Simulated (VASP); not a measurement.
Runs of VASP 6.6.1 on CdSe. The structure is that of space group P6_3mc (No. 186), or close to it. The cells are those of the table. 

```tsv
cell	gap on the mesh (eV)	pressure (GPa)	largest force (eV/Å)
a = 4.084, b = 4.084, c = 6.664 Å, angles 90.0, 90.0, 120.0°, 4 atoms	1.52	14.7	(a)
a = 4.513, b = 4.513, c = 7.366 Å, angles 90.0, 90.0, 120.0°, 4 atoms	0.80	-4.5	0.02
a = 4.406, b = 4.406, c = 7.015 Å, angles 90.0, 90.0, 120.0°, 4 atoms	1.06	-0.7	0.19
a = 4.513, b = 4.513, c = 6.664 Å, angles 90.0, 90.0, 120.0°, 4 atoms	1.07	0.3	0.97
a = 4.298, b = 4.298, c = 7.366 Å, angles 90.0, 90.0, 120.0°, 4 atoms	0.97	-0.6	0.23
a = 4.191, b = 4.191, c = 6.840 Å, angles 90.0, 90.0, 120.0°, 4 atoms	1.34	7.2	0.02
a = 4.298, b = 4.298, c = 7.191 Å, angles 90.0, 90.0, 120.0°, 4 atoms	1.06	0.5	0.14
a = 4.191, b = 4.191, c = 7.191 Å, angles 90.0, 90.0, 120.0°, 4 atoms	1.13	3.7	0.39
a = 4.191, b = 4.191, c = 7.366 Å, angles 90.0, 90.0, 120.0°, 4 atoms	1.03	2.4	0.47
a = 4.406, b = 4.406, c = 7.366 Å, angles 90.0, 90.0, 120.0°, 4 atoms	0.90	-2.9	0.07
a = 4.513, b = 4.513, c = 7.015 Å, angles 90.0, 90.0, 120.0°, 4 atoms	0.94	-2.7	0.30
a = 4.513, b = 4.513, c = 6.840 Å, angles 90.0, 90.0, 120.0°, 4 atoms	1.00	(b)	0.57
```

Alike in all rows: task single point; level r2SCAN; potentials or basis VASP PAW PBE potentials, release 64 (Cd, Se); no spin polarisation; k mesh 6 × 6 × 4; cutoff (eV) 520; smearing gaussian 0.05 eV.

Q: Fill in the values left out.

A: (a) 0.01; (b) -1.3.

Caveats: the PAW data sets were made with another functional, which shifts forces and pressure a little.

A k mesh can miss the band edges, and the runs leave out spin-orbit coupling on Cd, Se.
